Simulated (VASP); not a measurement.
Input of a VASP 6.6.1 run:

INCAR

```
SYSTEM = Pt
PREC = Accurate
ENCUT = 520
EDIFF = 1E-7
ISMEAR = 1
SIGMA = 0.05
LREAL = .FALSE.
LASPH = .TRUE.
NELM = 60
ALGO = Normal
ISIF = 2
LWAVE = .FALSE.
LCHARG = .FALSE.
GGA = CA
NBANDS = 11
```

Contents of KPOINTS:

```
Automatic mesh
0
G
  6 6 6
  0 0 0
```

POSCAR

```
Pt
1.0
    4.1381810000      0.0000000000      0.0000000000
    0.0000000000      4.1381810000      0.0000000000
    0.0000000000      0.0000000000      4.1381810000
Pt
1
Direct
    0.5000000000      0.5000000000      0.5000000000
```

Potentials or basis: VASP PAW LDA potentials, release 64 (Pt).

The run is started by

```console
$ cat potpaw_LDA.64/Pt/POTCAR > POTCAR
$ mpirun -np 1 vasp_std > vasp.out
```

Question: Estimate the band gap on the k mesh.

Answer: Zero (band 5 reaches -2.72 eV, above the bottom of band 6 at -2.90 eV).

Question: What does it give for the pressure?

Answer: -5.3 GPa.

Caveat: spin-orbit coupling is left out, which moves the levels of the heavy elements.
